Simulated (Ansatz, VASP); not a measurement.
# One calculation of TiO2, two programs

```
Ti O
1.0
     1.46895    0.84810    5.24767
    -1.46895    0.84810    5.24767
     0.00000   -1.69620    5.24767
Ti O
1 2
Direct
  0.00000 0.00000 0.00000
  0.60176 0.60176 0.60176
  0.39824 0.39824 0.39824
```

Alike in both runs: task single point; functional PBE; dispersion D3(BJ); k mesh 9 × 9 × 9; occupations gaussian, width 0.05 eV; no spin polarisation; Hubbard terms Ti d U = 4.0 eV.

```csv
,VASP,Ansatz
version,VASP 6.6.1,Ansatz 0.2.0
potentials or method,"VASP PAW PBE potentials, release 64 (Ti_sv, O_h), cutoff 1340 eV","scalar-relativistic, plane waves, PAW"
valence electrons in the cell,24,24
```

|  | VASP | Ansatz | Ansatz less VASP |
| --- | --- | --- | --- |
| gap on the k mesh at the Fermi level (eV) | 3.17 | 3.10 | -0.079 |
| least direct gap on the mesh (eV) | 3.41 | 3.29 | -0.114 |
| pressure (GPa) | 5.0 | 1.5 | -3.43 |
| traceless stress, the component that is largest in VASP (GPa) | -9.28 | -9.14 | +0.142 |
| rms of the force components (eV/Å) | 0.156 | 0.351 | +0.1949 |

The programs project onto different local orbitals, so the same U acts differently, and such runs can settle in different states. Atom by atom the forces differ by 0.195 eV/Å (rms over components).
